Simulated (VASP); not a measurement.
# CuAu (P4/mmm) in VASP: further runs, part 3 of 4

VASP 6.6.1. Earlier steps stand in the parts before.

## Step 4: Electric field gradients, r2SCAN

This run uses another cell than the first one, of 14.55 Å³/atom, 1.053 times its volume.

POSCAR

```
CuAu
1.0
    2.8507024026      0.0000000000      0.0000000000
    0.0000000000      2.8507024026      0.0000000000
    0.0000000000      0.0000000000      3.5816088600
Cu Au
1 1
Direct
    0.5000000000      0.5000000000      0.5000000000
    0.0000000000      0.0000000000      0.0000000000
```

INCAR.step1

```
SYSTEM = CuAu
PREC     = Accurate       ! precision mode
ENCUT    = 520            ! plane-wave cutoff, eV
ISMEAR   = -1             ! smearing method
SIGMA    = 0.05           ! smearing width, eV
LREAL    = .FALSE.        ! projectors in reciprocal space
LASPH    = .TRUE.         ! aspherical terms in the spheres
NELM     = 60             ! most SCF steps
NBANDS   = 18             ! bands
GGA      = PE             ! functional
ALGO     = Normal         ! electronic algorithm
EDIFF    = 1E-4           ! SCF threshold, eV
LWAVE    = .TRUE.         ! write WAVECAR
LCHARG   = .FALSE.        ! write CHGCAR
```

INCAR.step2

```
SYSTEM = CuAu
PREC     = Accurate       ! precision mode
ENCUT    = 520            ! plane-wave cutoff, eV
EDIFF    = 1E-8           ! SCF threshold, eV
ISMEAR   = -1             ! smearing method
SIGMA    = 0.05           ! smearing width, eV
LREAL    = .FALSE.        ! projectors in reciprocal space
LASPH    = .TRUE.         ! aspherical terms in the spheres
NELM     = 60             ! most SCF steps
ALGO     = Normal         ! electronic algorithm
ISIF     = 2              ! what is computed and relaxed
LWAVE    = .FALSE.        ! write WAVECAR
LCHARG   = .FALSE.        ! write CHGCAR
METAGGA  = R2SCAN         ! meta-GGA
LMIXTAU  = .TRUE.       
LEFG     = .TRUE.       
NBANDS   = 18             ! bands
ISTART   = 1
```

KPOINTS

```
regular mesh
0
G
  12 12 9
  0 0 0
```

Potentials or basis: VASP PAW PBE potentials, release 64 (Cu, Au).

On the command line:

```bash
> cat potpaw_PBE.64/Cu/POTCAR potpaw_PBE.64/Au/POTCAR > POTCAR
> cp INCAR.step1 INCAR
> mpirun -np 1 vasp_std > vasp.out
> cp INCAR.step2 INCAR
> mpirun -np 1 vasp_std > vasp.out
```

OUTCAR:

```text
SYSTEM = CuAu
   PREC = Accurate
   ENCUT = 520
   EDIFF = 1E-8
   ISMEAR = -1
   LREAL = .FALSE.
   LASPH = .TRUE.
   NELM = 60
   ISIF = 2
   METAGGA = R2SCAN
   ISTART = 1

 ion  position               nearest neighbor table
   1  0.500  0.500  0.500-   2 2.70   2 2.70   2 2.70   2 2.70   2 2.70   2 2.70   2 2.70   2 2.70

   2  0.000  0.000  0.000-   1 2.70   1 2.70   1 2.70   1 2.70   1 2.70   1 2.70   1 2.70   1 2.70

  LATTYP: Found a simple tetragonal cell.
 ALAT       =     2.8507024026
 C/A-ratio  =     1.2563952157

  Lattice vectors:

 A1 = (   2.8507024026,   0.0000000000,   0.0000000000)
 A2 = (   0.0000000000,   2.8507024026,   0.0000000000)
 A3 = (   0.0000000000,   0.0000000000,   3.5816088600)

Analysis of symmetry for initial positions (statically):
=====================================================================
 Subroutine PRICEL returns:
 Original cell was already a primitive cell.

 Routine SETGRP: Setting up the symmetry group for a
 simple tetragonal supercell.

 Subroutine GETGRP returns: Found 16 space group operations
 (whereof 16 operations were pure point group operations)
 out of a pool of 16 trial point group operations.

The static configuration has the point symmetry D_4h.

Analysis of symmetry for dynamics (positions and initial velocities):
=====================================================================
 Subroutine PRICEL returns:
 Original cell was already a primitive cell.

 Routine SETGRP: Setting up the symmetry group for a
 simple tetragonal supercell.

 Subroutine GETGRP returns: Found 16 space group operations
 (whereof 16 operations were pure point group operations)
 out of a pool of 16 trial point group operations.

The dynamic configuration has the point symmetry D_4h.

 Subroutine INISYM returns: Found 16 space group operations
 (whereof 16 operations are pure point group operations),
 and found     1 'primitive' translations

----------------------------------------------------------------------------------------

                                     Primitive cell

  volume of cell :      29.1060

  direct lattice vectors                    reciprocal lattice vectors
     2.850702403  0.000000000  0.000000000     0.350790738  0.000000000  0.000000000
     0.000000000  2.850702403  0.000000000     0.000000000  0.350790738  0.000000000
     0.000000000  0.000000000  3.581608860     0.000000000  0.000000000  0.279204134

  length of vectors
     2.850702403  2.850702403  3.581608860     0.350790738  0.350790738  0.279204134

  position of ions in fractional coordinates (direct lattice)
     0.500000000  0.500000000  0.500000000
     0.000000000  0.000000000  0.000000000

  ion indices of the primitive-cell ions
   primitive index   ion index
                 1           1
[... 69 lines left out ...]
   LSORBIT =      F    spin-orbit coupling
   LASPH  =      T    aspherical Exc in radial PAW
   ENCUT  =  520.0 eV  38.22 Ry    6.18 a.u.   5.30  5.30  6.66*2*pi/ulx,y,z
   NELM   =     60;   NELMIN=  2; NELMDL=  0     # of ELM steps
   EDIFF  = 0.1E-07   stopping-criterion for ELM
   LREAL  =      F    real-space projection
   EDIFFG = 0.1E-06   stopping-criterion for IOM
   NSW    =      0    number of steps for IOM
   IBRION =     -1    ionic relax: 0-MD 1-quasi-New 2-CG
   NFREE  =      0    steps in history (QN), initial steepest desc. (CG)
   ISIF   =      2    stress and relaxation
   ISYM   =      2    0-nonsym 1-usesym 2-fastsym
   POTIM  = 0.5000    time-step for ionic-motion
   TEBEG  =    0.0;   TEEND  =   0.0 temperature during run
   PSTRESS=    0.0 pullay stress
   NELECT =      22.0000    total number of electrons
   NUPDOWN=      -1.0000    fix difference up-down
   EMIN   =  10.00;   EMAX   =-10.00  energy-range for DOS
   EFERMI =   0.00;   METHOD = LEGACY
   ISMEAR =    -1;   SIGMA  =   0.05  broadening in eV -4-tet -1-fermi 0-gaus
   EFERMI_NEDOS =   21; number of points for ismear=-14 and -15
   IALGO  =     38    algorithm
   IMIX   =      4    mixing-type and parameters
     AMIX     =   0.40;   BMIX     =  1.00
     AMIX_MAG =   1.60;   BMIX_MAG =  1.00
  volume/ion in A,a.u.               =      14.55        98.21
  Fermi-wavevector in a.u.,A,eV,Ry     =   1.491266  2.818084 30.257642  2.223874
  Thomas-Fermi vector in A             =   2.603943
   LORBIT       =      0    0 simple, 1 ext, 2 COOP (PROOUT), +10 PAW based schemes
   METAGGA = R2SCAN    functional components
   LHFCALC =     F    Hartree Fock is set to
   AEXX    =    0.0000 exact exchange contribution
   IVDW    =     0    specifies the selected vdW correction
   LEPSILON=     F    determine dielectric tensor
   LRPA    =     F    only Hartree local field effects (RPA)
 non-spin polarized calculation
  energy-cutoff  :      520.00
  volume of cell :       29.11
 maximum number of plane-waves:       808
 NGX is ok and might be reduce to    24
   NGX = 11   NGY = 11   NGZ = 13

 number of electron      21.9999980 magnetization

 Free energy of the ion-electron system (eV)
  ---------------------------------------------------
  ext. energy  EPLUGINS =         0.00000000
  ---------------------------------------------------
  free energy    TOTEN  =       -61.54656959 eV

  energy without entropy =      -61.54039952  energy(sigma->0) =      -61.54348456

 E-fermi :   8.5047     XC(G=0): -13.6049

 val. band max:        8.4964086121   @ k =   0.5000   0.3333   0.0000
 cond. band min:       8.5199394591   @ k =   0.4167   0.1667   0.4444
 fundamental gap:      0.0235308470
 Fermi energy:         8.5047311475

 k-point     1 :       0.0000    0.0000    0.0000
  band No.  band energies     occupation
      1      -1.4563      2.00000
      2       1.7650      2.00000
      3       1.9194      2.00000
      4       4.2608      2.00000
      5       4.2608      2.00000
      6       5.2233      2.00000
[... 481 lines left out ...]
      5       4.8695      2.00000
      6       6.0737      2.00000
[... 10 lines left out ...]
     17      22.2496      0.00000
     18      22.2935      0.00000

 [... further k-points ...]
[... 5 lines left out ...]
  --------------------------------------------------------------------------------------
  -------------------------------------------------------------------------------------
  Total        0.0673201      0.0673201     -0.0431606      0.0000000      0.0000000      0.0000000
  in kB        3.7057282      3.7057282     -2.3758323      0.0000000      0.0000000      0.0000000
  external PRESSURE =       1.6785414 kB  Pullay stress =       0.0000000 kB

 VOLUME and BASIS-vectors are now :
 -----------------------------------------------------------------------------
  energy-cutoff  :      520.00
  volume of cell :       29.11
      direct lattice vectors                 reciprocal lattice vectors
     2.850702403  0.000000000  0.000000000     0.350790738  0.000000000  0.000000000
     0.000000000  2.850702403  0.000000000     0.000000000  0.350790738  0.000000000
     0.000000000  0.000000000  3.581608860     0.000000000  0.000000000  0.279204134

 POSITION                                       TOTAL-FORCE (eV/Angst)
 -----------------------------------------------------------------------------------
      1.42535      1.42535      1.79080         0.000000      0.000000      0.000000
      0.00000      0.00000      0.00000         0.000000      0.000000      0.000000
 -----------------------------------------------------------------------------------
    total drift:                                0.000000      0.000000     -0.000000

  FREE ENERGIE OF THE ION-ELECTRON SYSTEM (eV)
  ---------------------------------------------------
  free  energy   TOTEN  =       -61.5465695887 eV

  energy  without entropy=      -61.5403995234  energy(sigma->0) =      -61.54348456

 Electric field gradients (V/A^2)
---------------------------------------------------------------------
 ion       V_xx      V_yy      V_zz      V_xy      V_xz      V_yz
---------------------------------------------------------------------
   1       4.816     4.816    -9.632    -0.000    -0.000    -0.000
   2     -37.146   -37.146    74.293     0.000    -0.000    -0.000
---------------------------------------------------------------------

 Electric field gradients after diagonalization (V/A^2)
 (convention: |V_zz| > |V_xx| > |V_yy|)
----------------------------------------------------------------------
 ion       V_xx      V_yy      V_zz     asymmetry (V_yy - V_xx)/ V_zz
----------------------------------------------------------------------
   1       4.816     4.816    -9.632       0.000
   2     -37.146   -37.146    74.293       0.000
----------------------------------------------------------------------

           NMR quadrupolar parameters

 Cq : quadrupolar parameter    Cq=e*Q*V_zz/h
 eta: asymmetry parameters     (V_yy - V_xx)/ V_zz
 Q  : nuclear electric quadrupole moment in mb (millibarn)
----------------------------------------------------------------------
 ion       Cq(MHz)       eta       Q (mb)
----------------------------------------------------------------------
   1      -0.023       0.000       1.000
   2       0.180       0.000       1.000
----------------------------------------------------------------------
```

Wall time 85 s (1 thread of Intel Xeon 6975P-C (Granite Rapids), shared host); peak memory 0.21 GiB.

Results:

* Free energy: -61.5466 eV
* Pressure: 0.2 GPa
* Band gap on the k mesh: zero (band 11 reaches 13.94 eV, above the bottom of band 12 at 6.45 eV)

Stress tensor (GPa, compression positive):
```
 0.37  0.00  0.00
 0.00  0.37  0.00
 0.00  0.00 -0.24
```

Levels at points of the mesh, in eV from the Fermi level:
```tsv
k point	band 8	band 9	band 10	band 11	band 12	band 13	band 14	band 15
(0.00, 0.00, 0.00)	-2.16	-1.74	-1.51	-1.51	2.98	9.34	10.07	10.07
(0.50, 0.00, 0.00)	-3.01	-2.48	-2.25	-0.96	-0.34	10.39	10.56	12.38
(0.50, 0.50, 0.00)	-1.75	-1.36	-1.36	0.60	0.60	4.99	7.12	11.17
```

Electric field gradients, principal values (V/Å²):
```
atom    least   middle  greatest (by size)
1 Cu    4.816    4.816              -9.632
2 Au  -37.146  -37.146              74.293
```

Caveat: without QUAD_EFG the Cq values of the log hold for a quadrupole moment of 1 mb, not for the nuclei; the PAW data sets were made with another functional, which shifts forces and pressure a little; spin-orbit coupling is left out, which moves the levels of the heavy elements.

## Step 5: Electric field gradients, r2SCAN (volume scaled by 1.025)

POSCAR

```
CuAu
1.0
    2.8742629950      0.0000000000      0.0000000000
    0.0000000000      2.8742629950      0.0000000000
    0.0000000000      0.0000000000      3.6112102756
Cu Au
1 1
Direct
    0.5000000000      0.5000000000      0.5000000000
    0.0000000000      0.0000000000      0.0000000000
```

INCAR.step1

```
PREC = Accurate ; ENCUT = 520
ISMEAR = -1 ; SIGMA = 0.05
LREAL = F ; LASPH = T
NELM = 80 ; NBANDS = 18
GGA = PE ; ALGO = Normal
EDIFF = 1E-4 ; LWAVE = T
LCHARG = F
```

INCAR.step2

```
PREC = Accurate ; ENCUT = 520
EDIFF = 1E-8 ; ISMEAR = -1
SIGMA = 0.05 ; LREAL = F
LASPH = T ; NELM = 80
ALGO = Normal ; ISIF = 2
LWAVE = F ; LCHARG = F
METAGGA = R2SCAN ; LMIXTAU = T
LEFG = T ; NBANDS = 18
ISTART = 1
```

KPOINTS

```
regular mesh
0
Gamma
  12 12 9
```

Potentials or basis: VASP PAW PBE potentials, release 64 (Cu, Au).

On the command line:

```bash
> cat potpaw_PBE.64/Cu/POTCAR potpaw_PBE.64/Au/POTCAR > POTCAR
> cp INCAR.step1 INCAR
> mpirun -np 1 vasp_std > vasp.out
> cp INCAR.step2 INCAR
> mpirun -np 1 vasp_std > vasp.out
```

OUTCAR:

```text
PREC = Accurate
   ENCUT = 520
   EDIFF = 1E-8
   ISMEAR = -1
   LREAL = F
   LASPH = T
   NELM = 80
   ISIF = 2
   METAGGA = R2SCAN
   ISTART = 1

 ion  position               nearest neighbor table
   1  0.500  0.500  0.500-   2 2.72   2 2.72   2 2.72   2 2.72   2 2.72   2 2.72   2 2.72   2 2.72

   2  0.000  0.000  0.000-   1 2.72   1 2.72   1 2.72   1 2.72   1 2.72   1 2.72   1 2.72   1 2.72

  LATTYP: Found a simple tetragonal cell.
 ALAT       =     2.8742629950
 C/A-ratio  =     1.2563952157

  Lattice vectors:

 A1 = (   2.8742629950,   0.0000000000,   0.0000000000)
 A2 = (   0.0000000000,   2.8742629950,   0.0000000000)
 A3 = (   0.0000000000,   0.0000000000,   3.6112102756)

Analysis of symmetry for initial positions (statically):
=====================================================================
 Subroutine PRICEL returns:
 Original cell was already a primitive cell.

 Routine SETGRP: Setting up the symmetry group for a
 simple tetragonal supercell.

 Subroutine GETGRP returns: Found 16 space group operations
 (whereof 16 operations were pure point group operations)
 out of a pool of 16 trial point group operations.

The static configuration has the point symmetry D_4h.

Analysis of symmetry for dynamics (positions and initial velocities):
=====================================================================
 Subroutine PRICEL returns:
 Original cell was already a primitive cell.

 Routine SETGRP: Setting up the symmetry group for a
 simple tetragonal supercell.

 Subroutine GETGRP returns: Found 16 space group operations
 (whereof 16 operations were pure point group operations)
[... 153 lines left out ...]
 cond. band min:       8.1600061526   @ k =   0.4167   0.1667   0.4444
 fundamental gap:      0.0666405916
 Fermi energy:         8.1440332628

 k-point     1 :       0.0000    0.0000    0.0000
  band No.  band energies     occupation
      1      -1.5751      2.00000
      2       1.6039      2.00000
      3       1.7573      2.00000
      4       4.0025      2.00000
      5       4.0025      2.00000
      6       4.9235      2.00000
[... 481 lines left out ...]
      5       4.5941      2.00000
      6       5.7823      2.00000
[... 10 lines left out ...]
     17      21.7264      0.00000
     18      21.7275      0.00000

 [... further k-points ...]
[... 5 lines left out ...]
  --------------------------------------------------------------------------------------
  -------------------------------------------------------------------------------------
  Total       -0.6143188     -0.6143188     -0.6969773      0.0000000     -0.0000000     -0.0000000
  in kB      -32.9912398    -32.9912398    -37.4303107      0.0000000     -0.0000000     -0.0000000
  external PRESSURE =     -34.4709301 kB  Pullay stress =       0.0000000 kB

 VOLUME and BASIS-vectors are now :
 -----------------------------------------------------------------------------
  energy-cutoff  :      520.00
  volume of cell :       29.83
      direct lattice vectors                 reciprocal lattice vectors
     2.874262995  0.000000000  0.000000000     0.347915275  0.000000000  0.000000000
     0.000000000  2.874262995  0.000000000     0.000000000  0.347915275  0.000000000
     0.000000000  0.000000000  3.611210276     0.000000000  0.000000000  0.276915473

 POSITION                                       TOTAL-FORCE (eV/Angst)
 -----------------------------------------------------------------------------------
      1.43713      1.43713      1.80561         0.000000      0.000000      0.000000
      0.00000      0.00000      0.00000         0.000000      0.000000      0.000000
 -----------------------------------------------------------------------------------
    total drift:                                0.000000      0.000000     -0.000000

  FREE ENERGIE OF THE ION-ELECTRON SYSTEM (eV)
  ---------------------------------------------------
  free  energy   TOTEN  =       -61.5394137449 eV

  energy  without entropy=      -61.5331145786  energy(sigma->0) =      -61.53626416

 Electric field gradients (V/A^2)
---------------------------------------------------------------------
 ion       V_xx      V_yy      V_zz      V_xy      V_xz      V_yz
---------------------------------------------------------------------
   1       4.672     4.672    -9.344    -0.000     0.000    -0.000
   2     -35.318   -35.318    70.637    -0.000     0.000    -0.000
---------------------------------------------------------------------

 Electric field gradients after diagonalization (V/A^2)
 (convention: |V_zz| > |V_xx| > |V_yy|)
----------------------------------------------------------------------
 ion       V_xx      V_yy      V_zz     asymmetry (V_yy - V_xx)/ V_zz
----------------------------------------------------------------------
   1       4.672     4.672    -9.344       0.000
   2     -35.318   -35.318    70.637       0.000
----------------------------------------------------------------------

           NMR quadrupolar parameters

 Cq : quadrupolar parameter    Cq=e*Q*V_zz/h
 eta: asymmetry parameters     (V_yy - V_xx)/ V_zz
 Q  : nuclear electric quadrupole moment in mb (millibarn)
----------------------------------------------------------------------
 ion       Cq(MHz)       eta       Q (mb)
----------------------------------------------------------------------
   1      -0.023       0.000       1.000
   2       0.171       0.000       1.000
----------------------------------------------------------------------
```

OUTCAR.step1:

```text
PREC = Accurate
   ENCUT = 520
   ISMEAR = -1
   LREAL = F
   LASPH = T
   NELM = 80
[... 725 lines left out ...]
 -----------------------------------------------------------------------------------
      1.43713      1.43713      1.80561         0.000000      0.000000      0.000000
      0.00000      0.00000      0.00000         0.000000      0.000000      0.000000
 -----------------------------------------------------------------------------------
    total drift:                                0.000000      0.000000     -0.000000

  FREE ENERGIE OF THE ION-ELECTRON SYSTEM (eV)
  ---------------------------------------------------
  free  energy   TOTEN  =        -7.0668636963 eV

  energy  without entropy=       -7.0604943546  energy(sigma->0) =       -7.06367903
```

OSZICAR.step1:

```text
N       E                     dE             d eps       ncg     rms          rms(c)
DAV:   1     0.132889563937E+03    0.13289E+03   -0.10923E+04  5402   0.172E+03
DAV:   2    -0.242223594212E+01   -0.13531E+03   -0.12657E+03  5108   0.299E+02
DAV:   3    -0.795789598840E+01   -0.55357E+01   -0.53606E+01  5852   0.704E+01
DAV:   4    -0.804052062529E+01   -0.82625E-01   -0.82543E-01  6264   0.716E+00
DAV:   5    -0.804265457762E+01   -0.21340E-02   -0.21339E-02  6336   0.117E+00    0.110E+01
DAV:   6    -0.760565647923E+01    0.43700E+00   -0.76798E+00  5398   0.755E+01    0.556E+00
DAV:   7    -0.712137498726E+01    0.48428E+00   -0.27639E+00  6196   0.800E+01    0.540E+00
DAV:   8    -0.707461474003E+01    0.46760E-01   -0.18137E-01  7392   0.970E+00    0.273E+00
DAV:   9    -0.706729880370E+01    0.73159E-02   -0.17723E-02  7614   0.308E+00    0.150E-01
DAV:  10    -0.706686952153E+01    0.42928E-03   -0.31123E-03  6354   0.663E-01    0.870E-02
DAV:  11    -0.706686369634E+01    0.58252E-05   -0.69300E-05  3068   0.161E-01
   1 F= -.70668637E+01 E0= -.70636790E+01  d E =-.636934E-02
```

Run time: 86 s. Hardware: 1 thread of Intel Xeon 6975P-C (Granite Rapids), shared host; peak memory 0.21 GiB.

What came out:

* Free energy: -61.5394 eV
* Pressure: -3.4 GPa
* Band gap on the k mesh: zero (band 11 reaches 13.52 eV, above the bottom of band 12 at 6.14 eV)

Electric field gradients, principal values (V/Å²):
| atom | least | middle | greatest (by size) |
| --- | --- | --- | --- |
| 1 Cu | 4.672 | 4.672 | -9.344 |
| 2 Au | -35.318 | -35.318 | 70.637 |

Caveat: the cell differs from its parent crystal (volume scaled by 1.025); without QUAD_EFG the Cq values of the log hold for a quadrupole moment of 1 mb, not for the nuclei; the PAW data sets were made with another functional, which shifts forces and pressure a little; spin-orbit coupling is left out, which moves the levels of the heavy elements.

[end of part 3 of 4]
